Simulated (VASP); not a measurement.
Here is a VASP 6.6.1 calculation.

INCAR

```
PREC = Accurate
ENCUT = 520
EDIFF = 1E-6
ISMEAR = -1
SIGMA = 0.05
LREAL = False
LASPH = True
NELM = 100
ALGO = Normal
ISIF = 2
LWAVE = False
LCHARG = False
GGA = CA
NBANDS = 20
```

File KPOINTS:

```
regular mesh
0
Gamma
  10 10 4
```

POSCAR

```
Al2O3
1.0
    3.0174825440      0.0000000000      0.0000000000
   -1.5087412720      2.6132165386      0.0000000000
    0.0000000000      0.0000000000      7.5746360022
Al O
2 3
Direct
    0.0000000000      0.0000000000      0.7220490000
    0.0000000000      0.0000000000      0.2779510000
    0.0000000000      0.0000000000      0.5000000000
    0.6666666667      0.3333333333      0.8005460000
    0.3333333333      0.6666666667      0.1994540000
```

Potentials or basis: VASP PAW LDA potentials, release 64 (Al, O).

The run is started by

```sh
$ cat potpaw_LDA.64/Al/POTCAR potpaw_LDA.64/O/POTCAR > POTCAR
$ mpirun -np 1 vasp_std > vasp.out
```

**Question.** Estimate the band gap on the k mesh.

**Answer.** 2.19 eV, direct.

**Question.** What does it give for the pressure?

**Answer.** -7.6 GPa.

**Question.** Predict the largest force.

**Answer.** 0.430 eV/Å.

Forces on the atoms (eV/Å):
```
Al   0.000  0.000 -0.113
Al   0.000  0.000  0.113
O    0.000  0.000  0.000
O    0.000  0.000 -0.430
O    0.000  0.000  0.430
```

A k mesh can miss the band edges. As with any semilocal functional, this LDA gap is likely too small.
